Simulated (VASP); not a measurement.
# C (C2/m) in VASP: a series of runs

C is run at these levels: PBEsol+D3(BJ); tasks: single point.

Program: VASP 6.6.1. These are calculated values, not measurements. Logs are shortened: lines on timing, memory, paths and dates and some standing lists are left out, and cuts for length are marked.

## (1) The cell of the first run

Symmetry: C2/m, No. 12, monoclinic system. The conventional cell has a = 4.258 Å, b = 2.458 Å, c = 3.577 Å, α = 90.00°, β = 113.38°, γ = 90.00°. Within 1.9 Å of C (site symmetry m) lie 3 C at 1.39 to 1.51 Å.

## (2) Single point, PBEsol+D3(BJ) (atoms displaced along a vibrational mode)

File INCAR:

```
PREC = Accurate
ENCUT = 520
EDIFF = 1E-7
ISMEAR = 0
SIGMA = 0.05
LREAL = F
LASPH = T
NELM = 60
ALGO = Normal
ISIF = 2
LWAVE = F
LCHARG = F
GGA = PS
IVDW = 12
NBANDS = 11
```

File KPOINTS:

```
Automatic mesh
0
Gamma
  15 15 15
```

File POSCAR:

```
C
1.0
    1.2291305633      0.7096388616      3.2835658809
   -1.2291305633      0.7096388616      3.2835658809
    0.0000000000     -1.4192777231      3.2835658809
C
2
Direct
    0.1856219585      0.1856219585      0.1574386091
    0.8143780415      0.8143780415      0.8425613909
```

Potentials or basis: VASP PAW PBE potentials, release 64 (C).

Command:

```bash
cat potpaw_PBE.64/C/POTCAR > POTCAR
mpirun -np 1 vasp_std > vasp.out
```

OUTCAR:

```text
PREC = Accurate
   ENCUT = 520
   EDIFF = 1E-7
   ISMEAR = 0
   LREAL = F
   LASPH = T
   NELM = 60
   ISIF = 2
   GGA = PS
   IVDW = 12
 IVDW          = 12

 ion  position               nearest neighbor table
   1  0.186  0.186  0.157-   2 1.39   2 1.39   2 1.51
   2  0.814  0.814  0.843-   1 1.39   1 1.39   1 1.51

  LATTYP: Found a trigonal (rhomboedric) cell.
 ALAT       =     3.5771712497
 COS(alpha) =     0.7638725005

  Lattice vectors:

 A1 = (   1.2291305633,   0.7096388616,   3.2835658809)
 A2 = (  -1.2291305633,   0.7096388616,   3.2835658809)
 A3 = (   0.0000000000,  -1.4192777231,   3.2835658809)

Analysis of symmetry for initial positions (statically):
=====================================================================
 Subroutine PRICEL returns:
 Original cell was already a primitive cell.

 Routine SETGRP: Setting up the symmetry group for a
 trigonal (rhombohedral) supercell.

 Subroutine GETGRP returns: Found  4 space group operations
 (whereof  4 operations were pure point group operations)
 out of a pool of 12 trial point group operations.

The static configuration has the point symmetry C_2h.

Analysis of symmetry for dynamics (positions and initial velocities):
=====================================================================
 Subroutine PRICEL returns:
 Original cell was already a primitive cell.

 Routine SETGRP: Setting up the symmetry group for a
 trigonal (rhombohedral) supercell.

 Subroutine GETGRP returns: Found  4 space group operations
 (whereof  4 operations were pure point group operations)
 out of a pool of 12 trial point group operations.

The dynamic configuration has the point symmetry C_2h.

 Subroutine INISYM returns: Found  4 space group operations
 (whereof  4 operations are pure point group operations),
 and found     1 'primitive' translations

----------------------------------------------------------------------------------------

                                     Primitive cell

  volume of cell :      17.1843

  direct lattice vectors                    reciprocal lattice vectors
     1.229130563  0.709638862  3.283565881     0.406791609  0.234861245  0.101515653
    -1.229130563  0.709638862  3.283565881    -0.406791609  0.234861245  0.101515653
     0.000000000 -1.419277723  3.283565881     0.000000000 -0.469722490  0.101515653

  length of vectors
     3.577171250  3.577171250  3.577171250     0.480567004  0.480567004  0.480567004

  position of ions in fractional coordinates (direct lattice)
     0.185621959  0.185621959  0.157438609
     0.814378041  0.814378041  0.842561391

  ion indices of the primitive-cell ions
   primitive index   ion index
                 1           1
                 2           2

----------------------------------------------------------------------------------------

 KPOINTS: Automatic mesh

Automatic generation of k-mesh.
 Grid dimensions read from file:
 generate k-points for:   15   15   15

 Generating k-lattice:

  Cartesian coordinates                     Fractional coordinates (reciprocal lattice)
     0.027119441  0.015657416  0.006767710     0.066666667  0.000000000 -0.000000000
    -0.027119441  0.015657416  0.006767710     0.000000000  0.066666667 -0.000000000
     0.000000000 -0.031314833  0.006767710    -0.000000000 -0.000000000  0.066666667

  Length of vectors
     0.032037800  0.032037800  0.032037800

  Shift w.r.t. Gamma in fractional coordinates (k-lattice)
     0.000000000  0.000000000  0.000000000

 Subroutine IBZKPT returns following result:
 ===========================================

 Found    904 irreducible k-points:

 Following reciprocal coordinates:
            Coordinates               Weight
  0.000000  0.000000  0.000000      1.000000
  0.066667 -0.000000  0.000000      4.000000
  0.000000  0.000000  0.066667      2.000000
  0.133333 -0.000000  0.000000      4.000000
  0.000000  0.000000  0.133333      2.000000
  0.200000  0.000000  0.000000      4.000000
[... 16 lines left out ...]
  0.066667  0.000000  0.200000      4.000000
  0.266667  0.066667  0.000000      4.000000
 [... further k-points ...]
   k-points           NKPTS =    904   k-points in BZ     NKDIM =    904   number of bands    NBANDS=     11
   number of dos      NEDOS =    301   number of ions     NIONS =      2
   total plane-waves  NPLWV =  21952
   dimension x,y,z NGX =    28 NGY =   28 NGZ =   28
   dimension x,y,z NGXF=    56 NGYF=   56 NGZF=   56
   ions per type =               2
   NGX,Y,Z   is equivalent  to a cutoff of  13.01, 13.01, 13.01 a.u.
   NGXF,Y,Z  is equivalent  to a cutoff of  26.03, 26.03, 26.03 a.u.
 SYSTEM =  unknown system
   PREC   = accura    normal or accurate (medium, high low for compatibility)
   ISTART =      0    job   : 0-new  1-cont  2-samecut
   ICHARG =      2    charge: 1-file 2-atom 10-const
   ISPIN  =      1    spin polarized calculation?
   LNONCOLLINEAR =      F non collinear calculations
   LSORBIT =      F    spin-orbit coupling
   LASPH  =      T    aspherical Exc in radial PAW
   ENCUT  =  520.0 eV  38.22 Ry    6.18 a.u.   6.65  6.65  6.65*2*pi/ulx,y,z
   NELM   =     60;   NELMIN=  2; NELMDL= -5     # of ELM steps
   EDIFF  = 0.1E-06   stopping-criterion for ELM
   LREAL  =      F    real-space projection
   EDIFFG = 0.1E-05   stopping-criterion for IOM
   NSW    =      0    number of steps for IOM
   IBRION =     -1    ionic relax: 0-MD 1-quasi-New 2-CG
   NFREE  =      0    steps in history (QN), initial steepest desc. (CG)
   ISIF   =      2    stress and relaxation
   ISYM   =      2    0-nonsym 1-usesym 2-fastsym
   POTIM  = 0.5000    time-step for ionic-motion
   TEBEG  =    0.0;   TEEND  =   0.0 temperature during run
   PSTRESS=    0.0 pullay stress
   NELECT =       8.0000    total number of electrons
   NUPDOWN=      -1.0000    fix difference up-down
   EMIN   =  10.00;   EMAX   =-10.00  energy-range for DOS
   EFERMI =   0.00;   METHOD = LEGACY
   ISMEAR =     0;   SIGMA  =   0.05  broadening in eV -4-tet -1-fermi 0-gaus
   EFERMI_NEDOS =   21; number of points for ismear=-14 and -15
   IALGO  =     38    algorithm
   IMIX   =      4    mixing-type and parameters
     AMIX     =   0.40;   BMIX     =  1.00
     AMIX_MAG =   1.60;   BMIX_MAG =  1.00
  volume/ion in A,a.u.               =       8.59        57.98
  Fermi-wavevector in a.u.,A,eV,Ry     =   1.268803  2.397689 21.903472  1.609860
  Thomas-Fermi vector in A             =   2.401878
   LORBIT       =      0    0 simple, 1 ext, 2 COOP (PROOUT), +10 PAW based schemes
   GGA     = PS    functional components
   LHFCALC =     F    Hartree Fock is set to
   AEXX    =    0.0000 exact exchange contribution
   IVDW    =    12    specifies the selected vdW correction
   LEPSILON=     F    determine dielectric tensor
   LRPA    =     F    only Hartree local field effects (RPA)
 non-spin polarized calculation
 Gauss-broadening in eV      SIGMA  =   0.05
  energy-cutoff  :      520.00
  volume of cell :       17.18
 maximum number of plane-waves:       476
   NGX = 13   NGY = 13   NGZ = 13

 number of electron       8.0000000 magnetization

 Free energy of the ion-electron system (eV)
  ---------------------------------------------------
  ext. energy  EPLUGINS =         0.00000000
  ---------------------------------------------------
  free energy    TOTEN  =       -18.82943355 eV

  energy without entropy =      -18.82943354  energy(sigma->0) =      -18.82943354

 E-fermi :   4.7111     XC(G=0): -10.7633

 val. band max:        4.5574795607   @ k =   0.2000  -0.1333  -0.4667
 cond. band min:       4.8648210106   @ k =   0.2000  -0.1333  -0.4667
 fundamental gap:      0.3073414498
 Fermi energy:         4.7111448395

 k-point     1 :       0.0000    0.0000    0.0000
  band No.  band energies     occupation
      1     -14.7950      2.00000
      2      -1.5291      2.00000
      3       1.0393      2.00000
      4       3.4076      2.00000
      5       8.2523      0.00000
      6      11.7212      0.00000
      7      14.8261      0.00000
      8      16.9892      0.00000
      9      17.7054      0.00000
     10      27.4508      0.00000
     11      30.5190      0.00000

 k-point     2 :       0.0667   -0.0000    0.0000
  band No.  band energies     occupation
      1     -14.6868      2.00000
      2      -1.4279      2.00000
      3       0.7123      2.00000
      4       3.0771      2.00000
      5       8.3786      0.00000
      6      12.0254      0.00000
      7      14.9916      0.00000
      8      16.6186      0.00000
      9      17.9272      0.00000
     10      27.6938      0.00000
     11      29.5226      0.00000

 k-point     3 :       0.0000    0.0000    0.0667
  band No.  band energies     occupation
      1     -14.6852      2.00000
      2      -1.4308      2.00000
      3       0.8716      2.00000
      4       2.8568      2.00000
      5       8.3805      0.00000
      6      11.9633      0.00000
      7      15.2089      0.00000
      8      16.6673      0.00000
      9      17.8481      0.00000
     10      27.6827      0.00000
     11      29.1665      0.00000

 k-point     4 :       0.1333   -0.0000    0.0000
  band No.  band energies     occupation
      1     -14.3628      2.00000
      2      -1.1437      2.00000
      3      -0.1749      2.00000
      4       2.2759      2.00000
      5       8.7416      0.00000
      6      12.6045      0.00000
      7      15.4660      0.00000
      8      15.7504      0.00000
      9      18.6040      0.00000
     10      26.9837      0.00000
     11      28.8591      0.00000

 k-point     5 :       0.0000    0.0000    0.1333
  band No.  band energies     occupation
      1     -14.3565      2.00000
      2      -1.1398      2.00000
      3       0.4319      2.00000
      4       1.4753      2.00000
      5       8.7642      0.00000
      6      12.3937      0.00000
      7      15.7879      0.00000
      8      16.2798      0.00000
      9      18.3380      0.00000
     10      26.4568      0.00000
     11      28.8730      0.00000
[... 211 lines left out ...]
 k-point    21 :       0.2000    0.0667    0.0000
  band No.  band energies     occupation
      1     -14.0213      2.00000
      2      -1.0594      2.00000
      3      -0.6284      2.00000
      4       1.2745      2.00000
      5       9.2635      0.00000
      6      12.8883      0.00000
      7      14.9818      0.00000
      8      16.3805      0.00000
      9      19.2331      0.00000
     10      25.0393      0.00000
     11      28.2371      0.00000

 k-point    22 :      -0.2000   -0.0000   -0.0667
  band No.  band energies     occupation
      1     -14.0292      2.00000
      2      -1.2632      2.00000
      3      -0.7389      2.00000
      4       1.7204      2.00000
      5       9.2778      0.00000
      6      13.2663      0.00000
      7      14.6869      0.00000
      8      15.7680      0.00000
      9      19.4347      0.00000
     10      25.5693      0.00000
     11      28.1461      0.00000

 k-point    23 :       0.0667    0.0000    0.2000
  band No.  band energies     occupation
      1     -14.0169      2.00000
      2      -0.9788      2.00000
      3      -0.1687      2.00000
      4       0.5998      2.00000
      5       9.3372      0.00000
      6      12.7907      0.00000
      7      15.0009      0.00000
      8      16.7225      0.00000
      9      19.1407      0.00000
     10      24.9755      0.00000
     11      27.9493      0.00000

 k-point    24 :       0.2667    0.0667    0.0000
  band No.  band energies     occupation
      1     -13.3752      2.00000
      2      -2.2928      2.00000
      3      -0.3239      2.00000
      4       0.4399      2.00000
      5       9.7561      0.00000
      6      13.1773      0.00000
      7      13.8232      0.00000
      8      17.4614      0.00000
      9      20.4732      0.00000
     10      23.3098      0.00000
     11      27.5487      0.00000

 [... further k-points ...]

------------------------ aborting loop because EDIFF is reached ----------------------------------------

 Edisp (eV)   -0.22543

 E8    (eV) :    -0.1096

  FORCE on cell =-STRESS in cart. coord.  units (eV):
  Direction    XX          YY          ZZ          XY          YZ          ZX
  --------------------------------------------------------------------------------------
  -------------------------------------------------------------------------------------
  Total       1.20669    -0.31954    -0.56693     0.00000    -0.69590     0.00000
  in kB     112.50580   -29.79227   -52.85740     0.00000   -64.88221     0.00000
  external pressure =        9.95 kB  Pullay stress =        0.00 kB

 VOLUME and BASIS-vectors are now :
 -----------------------------------------------------------------------------
  energy-cutoff  :      520.00
  volume of cell :       17.18
      direct lattice vectors                 reciprocal lattice vectors
     1.229130563  0.709638862  3.283565881     0.406791609  0.234861245  0.101515653
    -1.229130563  0.709638862  3.283565881    -0.406791609  0.234861245  0.101515653
     0.000000000 -1.419277723  3.283565881     0.000000000 -0.469722490  0.101515653

 POSITION                                       TOTAL-FORCE (eV/Angst)
 -----------------------------------------------------------------------------------
      0.00000      0.04000      1.73596         0.000000     -3.680218     -3.037200
      0.00000     -0.04000      8.11473         0.000000      3.680218      3.037200
 -----------------------------------------------------------------------------------
    total drift:                                0.000000     -0.000000      0.000000

  FREE ENERGIE OF THE ION-ELECTRON SYSTEM (eV)
  ---------------------------------------------------
  free  energy   TOTEN  =       -19.0548587068 eV

  energy  without entropy=      -19.0548587015  energy(sigma->0) =      -19.05485870
```

It took 99 s on 1 thread of Intel Xeon 6975P-C (Granite Rapids), shared host; peak memory 0.27 GiB.

Results:

```yaml
Free_energy: -19.0549 eV
Pressure: 1.0 GPa
Largest_force: 4.772 eV/Å
Dispersion_energy_per_atom: -0.113 eV
```

Forces in eV/Å, atoms in the order of the input:
```
C    0.000 -3.680 -3.037
C    0.000  3.680  3.037
```

Stress tensor (GPa, compression positive):
```
11.25  0.00  0.00
 0.00 -2.98 -6.49
 0.00 -6.49 -5.29
```

Caveat: the cell differs from its parent crystal (atoms displaced along a vibrational mode); the PAW data sets were made with another functional, which shifts forces and pressure a little.

(Part 1 of 2 ends here.)
